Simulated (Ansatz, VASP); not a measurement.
# Mg5CdO6 in VASP and in Ansatz

INCAR

```
SYSTEM = Mg5CdO6
  ALGO = Normal
  EDIFF = 1E-6
  EDIFFG = -0.04
  ENCUT = 600
  GGA = PE
  IBRION = 2
  ISIF = 3
  ISMEAR = 0
  LASPH = .True.
  LCHARG = .False.
  LREAL = .False.
  LWAVE = .False.
  NELM = 100
  NSW = 90
  PREC = Accurate
  SIGMA = 0.1
```

KPOINTS

```
k-points
0
Gamma
  6 6 2
  0 0 0
```

File POSCAR:

```
Mg5CdO6
1.0
    3.3768264800      0.0000000000      0.0000000000
    0.0000000000      3.3768264800      0.0000000000
    0.0000000000      0.0000000000     14.3266614200
Mg Cd O
5 1 6
Direct
    0.0000000000      0.0000000000      0.8333333300
    0.0000000000      0.0000000000      0.1666666700
    0.5000000000      0.5000000000      0.3333333300
    0.0000000000      0.0000000000      0.5000000000
    0.5000000000      0.5000000000      0.6666666700
    0.5000000000      0.5000000000      0.0000000000
    0.0000000000      0.0000000000      0.0000000000
    0.5000000000      0.5000000000      0.1666666700
    0.0000000000      0.0000000000      0.3333333300
    0.5000000000      0.5000000000      0.5000000000
    0.0000000000      0.0000000000      0.6666666700
    0.5000000000      0.5000000000      0.8333333300
```

Input for Ansatz:

```yaml
crystal:
  lattice:
    - [3.37682648, 0.0, 0.0]
    - [0.0, 3.37682648, 0.0]
    - [0.0, 0.0, 14.32666142]
  atoms:
    - { symbol: Mg, position: [0.0, 0.0, 0.83333333] }
    - { symbol: Mg, position: [0.0, 0.0, 0.16666667] }
    - { symbol: Mg, position: [0.5, 0.5, 0.33333333] }
    - { symbol: Mg, position: [0.0, 0.0, 0.5] }
    - { symbol: Mg, position: [0.5, 0.5, 0.66666667] }
    - { symbol: Cd, position: [0.5, 0.5, 0.0] }
    - { symbol: O, position: [0.0, 0.0, 0.0] }
    - { symbol: O, position: [0.5, 0.5, 0.16666667] }
    - { symbol: O, position: [0.0, 0.0, 0.33333333] }
    - { symbol: O, position: [0.5, 0.5, 0.5] }
    - { symbol: O, position: [0.0, 0.0, 0.66666667] }
    - { symbol: O, position: [0.5, 0.5, 0.83333333] }
basis:
  ecutwfc: 420
kpoints:
  mp_grid: { grid: [6, 6, 2] }
hamiltonian:
  xc: pbe
scf:
  occupations: { method: gaussian, width: 0.1 }
  lower_state_search: "off"
output:
  forces: true
  stress: true
  eigenvalues: true
relax:
  adjacent_minimum: "off"
  f_tol: 0.04
  max_steps: 70
  cell: { stress_tol: 0.4 }
```

Alike in both runs: task relaxation of cell and atoms; functional PBE; k mesh 6 × 6 × 2; occupations gaussian, width 0.1 eV; no spin polarisation.

|  | VASP | Ansatz |
| --- | --- | --- |
| version | VASP 6.6.1 | Ansatz 0.2.0 |
| potentials or method | VASP PAW PBE potentials, release 64 (Mg, Cd, O), cutoff 600 eV | scalar-relativistic, plane waves, PAW |
| valence electrons in the cell | 58 | 106 |

|  | VASP | Ansatz | Ansatz less VASP |
| --- | --- | --- | --- |
| gap on the k mesh at the Fermi level, each at its own relaxed structure (eV) | 1.44 | 1.41 | -0.036 |
| relaxed volume (Å³/atom) | 10.46 | 10.48 | +0.021 |
| relaxed length of the cell vector where the two differ most in proportion (Å) | 13.068 | 13.121 | +0.0527 |

VASP's potentials hold 58 valence electrons a cell and Ansatz's 106, so a difference there can come from the potentials and not from the codes.

Noted on VASP's run: the volume moved by over 15 % at a fixed basis, so the end points are rough.
